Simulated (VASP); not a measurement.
Wanted: the native input for a VASP 6.6.1 run.

| Item | Value |
| --- | --- |
| Task | single point |
| Functional | PBE |
| Potentials or basis | VASP PAW PBE potentials, release 64 (Pd) |
| Cutoff | 520 eV |
| k mesh | 10 × 10 × 10 |
| Occupations | fermi-dirac, width 0.1 eV |
| Spin | no spin polarisation |
| Dipole correction | no |
| Further INCAR settings | ALGO = Normal; EDIFF = 1e-06; NBANDS = 11 |

The structure of Pd lies in POSCAR:

```
Pd
1.0
    0.0000000000      1.9465000000      1.9465000000
    1.9465000000      0.0000000000      1.9465000000
    1.9465000000      1.9465000000      0.0000000000
Pd
1
Direct
    0.0000000000      0.0000000000      0.0000000000
```

The input as run:

INCAR

```
ALGO     = Normal         # electronic algorithm
EDIFF    = 1E-6           # SCF threshold, eV
ENCUT    = 520            # plane-wave cutoff, eV
GGA      = PE             # functional
ISIF     = 2              # what is computed and relaxed
ISMEAR   = -1             # smearing method
LASPH    = True           # aspherical terms in the spheres
LCHARG   = True           # write CHGCAR
LELF     = True           # ELF
LREAL    = False          # projectors in reciprocal space
LVHAR    = True         
LWAVE    = False          # write WAVECAR
NBANDS   = 11             # bands
NELM     = 80             # most SCF steps
PREC     = Accurate       # precision mode
SIGMA    = 0.1            # smearing width, eV
```

KPOINTS

```
k-points
0
Gamma
  10 10 10
```

Potentials or basis: VASP PAW PBE potentials, release 64 (Pd).

The run is started by

```console
$ cat potpaw_PBE.64/Pd/POTCAR > POTCAR
$ mpirun -np 1 vasp_std > vasp.out
```

Results of the run:

- Pressure: 7.0 GPa
- Band gap on the k mesh: zero (band 5 reaches 10.09 eV, above the bottom of band 6 at 8.51 eV)

Run time: 3.5 s on 1 thread of AMD EPYC 9R45 96-Core Processor (Zen 5), with other jobs on the host, peak memory 0.09 GiB.
